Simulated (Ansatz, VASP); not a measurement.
Two plane-wave programs on Mg

File INCAR:

```
PREC = Accurate
ENCUT = 520
EDIFF = 1E-7
ISMEAR = 0
SIGMA = 0.1
LREAL = False
LASPH = True
NELM = 60
ALGO = Normal
ISIF = 2
LWAVE = False
LCHARG = True
GGA = PE
LELF = True
LVHAR = True
NBANDS = 9
```

File KPOINTS:

```
Automatic mesh
0
Gamma
  15 15 8
```

The input POSCAR:

```
Mg
1.0
    3.5970397190      0.0000000000      0.0000000000
   -1.7985198595      3.1151277750      0.0000000000
    0.0000000000      0.0000000000      5.3547131815
Mg
2
Direct
    0.3333333333      0.6666666667      0.2500000000
    0.6666666667      0.3333333333      0.7500000000
```

Input for Ansatz:

```yaml
crystal:
  lattice:
    - [3.597039719, 0.0, 0.0]
    - [-1.7985198595, 3.115127775, 0.0]
    - [0.0, 0.0, 5.3547131815]
  atoms:
    - { symbol: Mg, position: [0.3333333333, 0.6666666667, 0.25] }
    - { symbol: Mg, position: [0.6666666667, 0.3333333333, 0.75] }
basis:
  ecutwfc: 420
kpoints:
  mp_grid: { grid: [15, 15, 8] }
hamiltonian:
  xc: pbe
scf:
  occupations: { method: gaussian, width: 0.1 }
output:
  forces: true
  stress: true
  eigenvalues: true
  populations: true
```

Alike in both runs: task single point; functional PBE; k mesh 15 × 15 × 8; occupations gaussian, width 0.1 eV; no spin polarisation.

|  | VASP | Ansatz |
| --- | --- | --- |
| version | VASP 6.6.1 | Ansatz 0.2.0 |
| potentials or method | VASP PAW PBE potentials, release 64 (Mg), cutoff 520 eV | scalar-relativistic, plane waves, PAW |
| valence electrons in the cell | 4 | 20 |

```tsv
	VASP	Ansatz	Ansatz less VASP
gap on the k mesh at the Fermi level (eV)	none	none	-
pressure (GPa)	-5.4	-5.4	+0.08
traceless stress, the component that is largest in VASP (GPa)	0.95	0.96	+0.011
```

A gap of «none» marks a metal or a gap that the smearing closes. VASP's potentials hold 4 valence electrons a cell and Ansatz's 20, so a difference there can come from the potentials and not from the codes.
